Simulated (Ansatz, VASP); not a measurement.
**Cl in VASP and in Ansatz**

File INCAR:

```
SYSTEM = Cl
PREC = Accurate
ENCUT = 520
EDIFF = 1E-6
ISMEAR = -1
SIGMA = 0.05
LREAL = .FALSE.
LASPH = .TRUE.
NELM = 60
ALGO = Normal
ISIF = 2
LWAVE = .FALSE.
LCHARG = .TRUE.
GGA = PE
LELF = .TRUE.
LVHAR = .TRUE.
NBANDS = 18
```

Contents of KPOINTS:

```
Automatic mesh
0
G
  8 8 11
  0 0 0
```

Contents of POSCAR:

```
Cl
1.0
    6.3753481436      0.0000000000      0.0000000000
   -3.1876740718      5.5212134503      0.0000000000
    0.0000000000      0.0000000000      2.2585308002
Cl
3
Direct
    0.0000000000      0.0000000000      0.0000000000
    0.3333333333      0.6666666667      0.5000000000
    0.6666666667      0.3333333333      0.5000000000
```

Input for Ansatz:

```yaml
crystal:
  lattice:
    - [6.3753481436, 0.0, 0.0]
    - [-3.1876740718, 5.5212134503, 0.0]
    - [0.0, 0.0, 2.2585308002]
  atoms:
    - { symbol: Cl, position: [0.0, 0.0, 0.0] }
    - { symbol: Cl, position: [0.3333333333, 0.6666666667, 0.5] }
    - { symbol: Cl, position: [0.6666666667, 0.3333333333, 0.5] }
kpoints:
  mp_grid: { grid: [8, 8, 11] }
scf:
  occupations: { method: fermi_dirac, width: 0.05 }
hamiltonian:
  xc: pbe
  pseudopotentials: { kind: all_electron, lapw: { basis_error: 0.001 } }
output:
  forces: true
  stress: true
  eigenvalues: true
  populations: true
```

Change from the starting cell: volume scaled by 0.75, LAPW.

Alike in both runs: task single point; functional PBE; k mesh 8 × 8 × 11; occupations fermi-dirac, width 0.05 eV; no spin polarisation.

|  | VASP | Ansatz |
| --- | --- | --- |
| version | VASP 6.6.1 | Ansatz 0.2.0 |
| potentials or method | VASP PAW PBE potentials, release 64 (Cl), cutoff 520 eV | all-electron LAPW, scalar-relativistic |

Ansatz gave:

* pressure (GPa): 1.4
* traceless stress, the component that is largest in VASP (GPa): 0.06

Problem. Which values does VASP return?

Solution. Pressure (GPa): 1.2; traceless stress, the component that is largest in VASP (GPa): -0.20.

Ansatz ran all-electron here, and VASP with PAW potentials.
